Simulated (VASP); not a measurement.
LiF:

```
CELL_PARAMETERS angstrom
0.00000 2.03422 2.03422
2.03422 0.00000 2.03422
2.03422 2.03422 0.00000
ATOMIC_POSITIONS crystal
Li 0.50000 0.50000 0.50000
F 0.00000 0.00000 0.00000
```

Base run:

```yaml
Program: VASP 6.6.1
Functional: PBE
Potentials_or_basis: VASP PAW PBE potentials, release 64 (Li_sv, F)
Cutoff: 520 eV
k_mesh: 10 × 10 × 10
Occupations: gaussian, width 0.02 eV
Spin: no spin polarisation
```

Its results: band gap on the k mesh 8.83 eV.

Task: The run is repeated on the same cell with these changes: functional from PBE to r2SCAN. What comes out?

Result: Band gap on the k mesh 9.98 eV.

A k mesh can miss the band edges.
